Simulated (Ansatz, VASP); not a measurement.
# One calculation of TaN, two programs

File INCAR:

```
SYSTEM = TaN
PREC = Accurate ; ENCUT = 600
EDIFF = 1E-6 ; ISMEAR = -1
SIGMA = 0.02 ; LREAL = .False.
LASPH = .True. ; NELM = 100
ALGO = Normal ; ISIF = 3
LWAVE = .False. ; LCHARG = .False.
GGA = PE ; IBRION = 2
NSW = 80 ; EDIFFG = -0.01
```

Contents of KPOINTS:

```
regular mesh
0
Gamma
  12 12 10
  0 0 0
```

File POSCAR:

```
TaN
1.0
    1.4683539300      2.5432636200      0.0000000000
   -1.4683550000      2.5432642300      0.0000000000
    0.0000000000      0.0000000000      2.8817350000
N Ta
1 1
Direct
    0.0000000000      0.0000000000      0.0000000000
    0.3333000000      0.3334000000      0.5000000000
```

Input for Ansatz:

```yaml
crystal:
  lattice:
    - [1.46835393, 2.54326362, 0.0]
    - [-1.468355, 2.54326423, 0.0]
    - [0.0, 0.0, 2.881735]
  atoms:
    - { symbol: "N", position: [0.0, 0.0, 0.0] }
    - { symbol: Ta, position: [0.3333, 0.3334, 0.5] }
  symmetry: { tolerance: 0.0003 }
hamiltonian:
  xc: pbe
  pseudopotentials: { kind: paw }
basis:
  ecutwfc: 420
magnetization:
  spin_polarized: false
scf:
  occupations: { method: fermi_dirac, width: 0.02 }
kpoints:
  mp_grid: { grid: [12, 12, 10], shift: [0, 0, 0] }
output:
  forces: true
  stress: true
  eigenvalues: true
relax:
  max_steps: 60
  cell: {}
```

Alike in both runs: task relaxation of cell and atoms; functional PBE; k mesh 12 × 12 × 10; occupations fermi-dirac, width 0.02 eV; no spin polarisation.

|  | VASP | Ansatz |
| --- | --- | --- |
| version | VASP 6.6.1 | Ansatz 0.2.0 |
| potentials or method | VASP PAW PBE potentials, release 64 (N, Ta_pv), cutoff 600 eV | PAW plane waves |
| valence electrons in the cell | 16 | 18 |

|  | VASP | Ansatz | Ansatz less VASP |
| --- | --- | --- | --- |
| gap on the k mesh at the Fermi level, each at its own relaxed structure (eV) | none | none | - |
| relaxed volume (Å³/atom) | 10.94 | 10.92 | -0.016 |
| relaxed cell length with the largest relative difference (Å) | 2.900 | 2.898 | -0.0021 |

A gap of «none» marks a metal or a gap that the smearing closes. VASP's potentials hold 16 valence electrons a cell and Ansatz's 18, so a difference there can come from the potentials and not from the codes. Ansatz's warnings: structure snapped to symmetry.

Neither program's run includes spin-orbit coupling.
